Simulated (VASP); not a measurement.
Input of a VASP 6.6.1 run:

POSCAR

```
CuO
1.0
    2.3289136198     -1.7019003246      0.0000000000
    2.3289136198      1.7019003246      0.0000000000
   -0.8547786486      0.0000000000      5.0254794206
Cu O
2 2
Direct
    0.4968000000      0.0032000000      0.5000000000
    0.0032000000      0.4968000000      0.0000000000
    0.4056000000      0.5714000000      0.7537000000
    0.5714000000      0.4056000000      0.2537000000
```

The input INCAR.step1:

```
ALGO     = Normal         # electronic algorithm
EDIFF    = 1E-5           # SCF threshold, eV
ENCUT    = 770            # plane-wave cutoff, eV
GGA      = PE             # functional
GGA_COMPAT= False        
ISMEAR   = -1             # smearing method
LASPH    = True           # aspherical terms in the spheres
LCHARG   = False          # write CHGCAR
LREAL    = False          # projectors in reciprocal space
LWAVE    = True           # write WAVECAR
NBANDS   = 33             # bands
NELM     = 120            # most SCF steps
PREC     = Accurate       # precision mode
SIGMA    = 0.05           # smearing width, eV
```

The input INCAR.step2:

```
ALGO     = Normal         # electronic algorithm
EDIFF    = 1E-6           # SCF threshold, eV
ENCUT    = 770            # plane-wave cutoff, eV
GGA_COMPAT= False        
ISIF     = 2              # what is computed and relaxed
ISMEAR   = -1             # smearing method
ISTART   = 1            
LASPH    = True           # aspherical terms in the spheres
LCHARG   = False          # write CHGCAR
LMIXTAU  = True         
LREAL    = False          # projectors in reciprocal space
LWAVE    = False          # write WAVECAR
METAGGA  = R2SCAN         # meta-GGA
NBANDS   = 33             # bands
NELM     = 120            # most SCF steps
PREC     = Accurate       # precision mode
SIGMA    = 0.05           # smearing width, eV
```

KPOINTS

```
k-points
0
Gamma
  10 10 5
```

Potentials or basis: VASP PAW PBE potentials, release 64 (Cu_sv_GW, O).

Launch:

```sh
$ cat potpaw_PBE.64/Cu_sv_GW/POTCAR potpaw_PBE.64/O/POTCAR > POTCAR
$ cp INCAR.step1 INCAR
$ mpirun -np 1 vasp_std > vasp.out
$ cp INCAR.step2 INCAR
$ mpirun -np 1 vasp_std > vasp.out
```

**Question.** What does it give for the band gap on the k mesh?

**Answer.** Zero (bands 25 and 26 overlap by 0.59 eV).

**Question.** Predict the pressure.

**Answer.** 0.6 GPa.

**Question.** Predict the largest force.

**Answer.** 0.822 eV/Å.

Forces in eV/Å, atoms in the order of the input:
```
Cu  -0.671 -0.393  0.264
Cu  -0.671  0.393  0.264
O    0.671 -0.263 -0.264
O    0.671  0.263 -0.264
```

Caveat: the PAW data sets were made with another functional, which shifts forces and pressure a little; semilocal functionals often make such compounds metallic where correlation or magnetic order opens a gap, which also shifts bond lengths. With open d or f shells a metallic result of r2SCAN can be an artefact of self-interaction; +U or a hybrid may open a gap.
